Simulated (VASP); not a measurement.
# GaSb (Immm) in VASP: settings compared, part 2 of 3

VASP 6.6.1.

## Step 4: Single point, PBEsol

This run uses another cell than the first one, of 25.53 Å³/atom, 1.060 times its volume.

File INCAR:

```
SYSTEM = GaSb
  ALGO = Normal
  EDIFF = 1E-6
  ENCUT = 520
  GGA = PS
  ISIF = 2
  ISMEAR = -1
  LASPH = .TRUE.
  LCHARG = .FALSE.
  LREAL = .FALSE.
  LWAVE = .FALSE.
  NBANDS = 16
  NELM = 80
  PREC = Accurate
  SIGMA = 0.05
```

File KPOINTS:

```
k-points
0
G
  10 10 10
  0 0 0
```

File POSCAR:

```
GaSb
1.0
   -1.5864166100      2.7274673588      2.9500590341
    1.5864166100     -2.7274673588      2.9500590341
    1.5864166100      2.7274673588     -2.9500590341
Sb Ga
1 1
Direct
    0.5000000000      0.5000000000      0.0000000000
    0.0000000000      0.0000000000      0.0000000000
```

Potentials or basis: VASP PAW PBE potentials, release 64 (Sb, Ga_d).

Run with:

```console
$ cat potpaw_PBE.64/Sb/POTCAR potpaw_PBE.64/Ga_d/POTCAR > POTCAR
$ mpirun -np 1 vasp_std > vasp.out
```

OUTCAR:

```text
SYSTEM = GaSb
   EDIFF = 1E-6
   ENCUT = 520
   GGA = PS
   ISIF = 2
   ISMEAR = -1
   LASPH = .TRUE.
   LREAL = .FALSE.
   NELM = 80
   PREC = Accurate

 ion  position               nearest neighbor table
   1  0.500  0.500  0.000-   2 2.95   2 2.95   2 3.16   2 3.16   2 3.16   2 3.16
   2  0.000  0.000  0.000-   1 2.95   1 2.95   1 3.16   1 3.16   1 3.16   1 3.16

  LATTYP: Found a body centered orthorhombic cell.
 ALAT       =     3.1728332200
 B/A-ratio  =     1.7192629865
 C/A-ratio  =     1.8595739704

  Lattice vectors:

 A1 = (  -1.5864166100,   2.7274673588,   2.9500590341)
 A2 = (   1.5864166100,  -2.7274673588,   2.9500590341)
 A3 = (   1.5864166100,   2.7274673588,  -2.9500590341)

Analysis of symmetry for initial positions (statically):
=====================================================================
 Subroutine PRICEL returns:
 Original cell was already a primitive cell.

 Routine SETGRP: Setting up the symmetry group for a
 body centered orthorhombic supercell.

 Subroutine GETGRP returns: Found  8 space group operations
 (whereof  8 operations were pure point group operations)
 out of a pool of  8 trial point group operations.

The static configuration has the point symmetry D_2h.

Analysis of symmetry for dynamics (positions and initial velocities):
=====================================================================
 Subroutine PRICEL returns:
 Original cell was already a primitive cell.

 Routine SETGRP: Setting up the symmetry group for a
 body centered orthorhombic supercell.

 Subroutine GETGRP returns: Found  8 space group operations
 (whereof  8 operations were pure point group operations)
 out of a pool of  8 trial point group operations.

The dynamic configuration has the point symmetry D_2h.

 Subroutine INISYM returns: Found  8 space group operations
 (whereof  8 operations are pure point group operations),
 and found     1 'primitive' translations

----------------------------------------------------------------------------------------

                                     Primitive cell

  volume of cell :      51.0584

  direct lattice vectors                    reciprocal lattice vectors
    -1.586416610  2.727467359  2.950059034     0.000000000  0.183320251  0.169488134
     1.586416610 -2.727467359  2.950059034     0.315175722  0.000000000  0.169488134
     1.586416610  2.727467359 -2.950059034     0.315175722  0.183320251  0.000000000

  length of vectors
     4.319565274  4.319565274  4.319565274     0.249664859  0.357857462  0.364612191

  position of ions in fractional coordinates (direct lattice)
     0.500000000  0.500000000  0.000000000
     0.000000000  0.000000000  0.000000000

  ion indices of the primitive-cell ions
   primitive index   ion index
                 1           1
                 2           2

----------------------------------------------------------------------------------------

 KPOINTS: k-points

Automatic generation of k-mesh.
 Grid dimensions read from file:
 generate k-points for:   10   10   10

 Generating k-lattice:

  Cartesian coordinates                     Fractional coordinates (reciprocal lattice)
     0.000000000  0.018332025  0.016948813     0.100000000  0.000000000 -0.000000000
     0.031517572  0.000000000  0.016948813     0.000000000  0.100000000 -0.000000000
     0.031517572  0.018332025  0.000000000     0.000000000  0.000000000  0.100000000

  Length of vectors
     0.024966486  0.035785746  0.036461219

  Shift w.r.t. Gamma in fractional coordinates (k-lattice)
     0.000000000  0.000000000  0.000000000

 Subroutine IBZKPT returns following result:
 ===========================================

 Found    171 irreducible k-points:

 Following reciprocal coordinates:
            Coordinates               Weight
  0.000000  0.000000  0.000000      1.000000
  0.100000  0.000000 -0.000000      4.000000
  0.200000  0.000000 -0.000000      4.000000
  0.300000  0.000000 -0.000000      4.000000
  0.400000  0.000000 -0.000000      4.000000
  0.500000  0.000000 -0.000000      2.000000
[... 16 lines left out ...]
 -0.400000  0.200000  0.000000      8.000000
 -0.300000  0.200000  0.000000      8.000000
 [... further k-points ...]
   k-points           NKPTS =    171   k-points in BZ     NKDIM =    171   number of bands    NBANDS=     16
   number of dos      NEDOS =    301   number of ions     NIONS =      2
   total plane-waves  NPLWV =  32768
   dimension x,y,z NGX =    32 NGY =   32 NGZ =   32
   dimension x,y,z NGXF=    64 NGYF=   64 NGZF=   64
   ions per type =               1   1
   NGX,Y,Z   is equivalent  to a cutoff of  12.32, 12.32, 12.32 a.u.
   NGXF,Y,Z  is equivalent  to a cutoff of  24.63, 24.63, 24.63 a.u.
 SYSTEM =  GaSb
   PREC   = accura    normal or accurate (medium, high low for compatibility)
   ISTART =      0    job   : 0-new  1-cont  2-samecut
   ICHARG =      2    charge: 1-file 2-atom 10-const
   ISPIN  =      1    spin polarized calculation?
   LNONCOLLINEAR =      F non collinear calculations
   LSORBIT =      F    spin-orbit coupling
   LASPH  =      T    aspherical Exc in radial PAW
   ENCUT  =  520.0 eV  38.22 Ry    6.18 a.u.   8.03  8.03  8.03*2*pi/ulx,y,z
   NELM   =     80;   NELMIN=  2; NELMDL= -5     # of ELM steps
   EDIFF  = 0.1E-05   stopping-criterion for ELM
   LREAL  =      F    real-space projection
   EDIFFG = 0.1E-04   stopping-criterion for IOM
   NSW    =      0    number of steps for IOM
   IBRION =     -1    ionic relax: 0-MD 1-quasi-New 2-CG
   NFREE  =      0    steps in history (QN), initial steepest desc. (CG)
   ISIF   =      2    stress and relaxation
   ISYM   =      2    0-nonsym 1-usesym 2-fastsym
   POTIM  = 0.5000    time-step for ionic-motion
   TEBEG  =    0.0;   TEEND  =   0.0 temperature during run
   PSTRESS=    0.0 pullay stress
   NELECT =      18.0000    total number of electrons
   NUPDOWN=      -1.0000    fix difference up-down
   EMIN   =  10.00;   EMAX   =-10.00  energy-range for DOS
   EFERMI =   0.00;   METHOD = LEGACY
   ISMEAR =    -1;   SIGMA  =   0.05  broadening in eV -4-tet -1-fermi 0-gaus
   EFERMI_NEDOS =   21; number of points for ismear=-14 and -15
   IALGO  =     38    algorithm
   IMIX   =      4    mixing-type and parameters
     AMIX     =   0.40;   BMIX     =  1.00
     AMIX_MAG =   1.60;   BMIX_MAG =  1.00
  volume/ion in A,a.u.               =      25.53       172.28
  Fermi-wavevector in a.u.,A,eV,Ry     =   1.156493  2.185456 18.197480  1.337477
  Thomas-Fermi vector in A             =   2.293113
   LORBIT       =      0    0 simple, 1 ext, 2 COOP (PROOUT), +10 PAW based schemes
   GGA     = PS    functional components
   LHFCALC =     F    Hartree Fock is set to
   AEXX    =    0.0000 exact exchange contribution
   IVDW    =     0    specifies the selected vdW correction
   LEPSILON=     F    determine dielectric tensor
   LRPA    =     F    only Hartree local field effects (RPA)
 non-spin polarized calculation
  energy-cutoff  :      520.00
  volume of cell :       51.06
 maximum number of plane-waves:      1392
   NGX = 17   NGY = 17   NGZ = 17

 number of electron      18.0000002 magnetization

 Free energy of the ion-electron system (eV)
  ---------------------------------------------------
  ext. energy  EPLUGINS =         0.00000000
  ---------------------------------------------------
  free energy    TOTEN  =        -7.77446665 eV

  energy without entropy =       -7.76815234  energy(sigma->0) =       -7.77130949

 E-fermi :   5.7622     XC(G=0): -10.1132

 val. band max:        5.7592566871   @ k =  -0.2000  -0.4000   0.2000
 cond. band min:       5.7873014988   @ k =   0.1000   0.1000   0.1000
 fundamental gap:      0.0280448116
 Fermi energy:         5.7621570285

 k-point     1 :       0.0000    0.0000    0.0000
  band No.  band energies     occupation
      1      -9.0184      2.00000
      2      -8.9328      2.00000
      3      -8.9297      2.00000
      4      -8.9221      2.00000
      5      -8.8920      2.00000
      6      -5.7697      2.00000
[... 8 lines left out ...]
     15      14.7176      0.00000
     16      15.7833      0.00000
[... 419 lines left out ...]
 k-point    24 :      -0.3000    0.2000    0.0000
  band No.  band energies     occupation
      1      -8.9721      2.00000
      2      -8.9482      2.00000
      3      -8.9344      2.00000
      4      -8.9224      2.00000
      5      -8.9085      2.00000
      6      -4.7701      2.00000
[... 8 lines left out ...]
     15      13.5678      0.00000
     16      14.8296      0.00000

 [... further k-points ...]
[... 5 lines left out ...]
  --------------------------------------------------------------------------------------
  -------------------------------------------------------------------------------------
  Total       -1.5309093     -1.8031261     -1.9699486      0.0000000      0.0000000      0.0000000
  in kB      -48.0388432    -56.5808111    -61.8155829      0.0000000      0.0000000      0.0000000
  external PRESSURE =     -55.4784124 kB  Pullay stress =       0.0000000 kB

 VOLUME and BASIS-vectors are now :
 -----------------------------------------------------------------------------
  energy-cutoff  :      520.00
  volume of cell :       51.06
      direct lattice vectors                 reciprocal lattice vectors
    -1.586416610  2.727467359  2.950059034     0.000000000  0.183320251  0.169488134
     1.586416610 -2.727467359  2.950059034     0.315175722  0.000000000  0.169488134
     1.586416610  2.727467359 -2.950059034     0.315175722  0.183320251  0.000000000

 POSITION                                       TOTAL-FORCE (eV/Angst)
 -----------------------------------------------------------------------------------
      0.00000      0.00000      2.95006        -0.000000     -0.000000     -0.000000
      0.00000      0.00000      0.00000         0.000000      0.000000      0.000000
 -----------------------------------------------------------------------------------
    total drift:                               -0.000000      0.000000      0.000000

  FREE ENERGIE OF THE ION-ELECTRON SYSTEM (eV)
  ---------------------------------------------------
  free  energy   TOTEN  =        -7.7744666477 eV

  energy  without entropy=       -7.7681523412  energy(sigma->0) =       -7.77130949
```

stdout:

```text
POSCAR found type information on POSCAR SbGa
 POSCAR found :  2 types and       2 ions
 scaLAPACK will be used
 -----------------------------------------------------------------------------
|                                                                             |
|                                                                             |
|     You enforced a specific xc type in the INCAR file but a different       |
|     I HOPE YOU KNOW WHAT YOU ARE DOING!                                     |
|                                                                             |
 -----------------------------------------------------------------------------

 LDA part: xc-table for (Slater+PW92), standard interpolation
 POSCAR, INCAR and KPOINTS ok, starting setup
 FFT: planning ... GRIDC
 FFT: planning ... GRID_SOFT
 FFT: planning ... GRID
 WAVECAR not read
 entering main loop
```

Wall time 60 s (1 thread of Intel Xeon Platinum 8488C (Sapphire Rapids), shared host); peak memory 0.28 GiB.

Results:

- Free energy: -7.7745 eV
- Pressure: -5.5 GPa
- Band gap on the k mesh: zero (band 9 reaches 7.52 eV, above the bottom of band 10 at 3.44 eV)

Caveat: the PAW data sets were made with another functional, which shifts forces and pressure a little; spin-orbit coupling is left out, which moves the levels of the heavy elements.

## Step 5: Single point, PBEsol

This run uses another cell than the first one, of 22.64 Å³/atom, 0.940 times its volume.

File INCAR:

```
SYSTEM = GaSb
PREC = Accurate ; ENCUT = 520
EDIFF = 1E-6 ; ISMEAR = -1
SIGMA = 0.05 ; LREAL = .False.
LASPH = .True. ; NELM = 80
ALGO = Normal ; ISIF = 2
LWAVE = .False. ; LCHARG = .True.
GGA = PS ; LELF = .True.
LVHAR = .True. ; NBANDS = 16
```

File KPOINTS:

```
Automatic mesh
0
Gamma
  10 10 10
  0 0 0
```

File POSCAR:

```
GaSb
1.0
   -1.5241390061      2.6203957796      2.8342492230
    1.5241390061     -2.6203957796      2.8342492230
    1.5241390061      2.6203957796     -2.8342492230
Sb Ga
1 1
Direct
    0.5000000000      0.5000000000      0.0000000000
    0.0000000000      0.0000000000      0.0000000000
```

Run with:

```console
$ cat potpaw_PBE.64/Sb/POTCAR potpaw_PBE.64/Ga_d/POTCAR > POTCAR
$ mpirun -np 1 vasp_std > vasp.out
```

It took 1.9 min on 1 thread of Intel Xeon Platinum 8488C (Sapphire Rapids), shared host; peak memory 0.27 GiB.

It converged, with:

```yaml
Free_energy: -7.8778 eV
Pressure: 0.3 GPa
Band_gap_on_the_k_mesh: zero (band 9 reaches 9.28 eV, above the bottom of band 10 at 4.37 eV)
```

Stress tensor (GPa, compression positive):
```
 1.59  0.00  0.00
 0.00 -0.17  0.00
 0.00  0.00 -0.45
```

Levels at points of the mesh, in eV from the Fermi level:
| k point | band 5 | band 6 | band 7 | band 8 | band 9 | band 10 | band 11 | band 12 | band 13 | band 14 |
| --- | --- | --- | --- | --- | --- | --- | --- | --- | --- | --- |
| (0.00, 0.00, 0.00) | -14.75 | -12.44 | -3.05 | -2.34 | -1.86 | 3.21 | 5.75 | 6.36 | 7.95 | 8.46 |
| (0.50, 0.00, 0.00) | -14.75 | -10.91 | -8.43 | -0.24 | 1.42 | 2.22 | 2.65 | 5.13 | 7.29 | 9.03 |
| (0.00, 0.50, 0.00) | -14.74 | -8.16 | -6.31 | -2.08 | -0.57 | -0.34 | 0.96 | 3.12 | 3.83 | 9.13 |
| (0.50, 0.50, 0.00) | -14.73 | -8.10 | -5.43 | -2.88 | -2.26 | -1.87 | 3.15 | 3.97 | 6.81 | 7.51 |
| (0.50, 0.50, 0.50) | -14.75 | -9.72 | -6.11 | -5.50 | -5.19 | 3.43 | 7.25 | 10.15 | 10.98 | 10.98 |

Caveat: the PAW data sets were made with another functional, which shifts forces and pressure a little; spin-orbit coupling is left out, which moves the levels of the heavy elements.

(Part 2 of 3 ends here.)
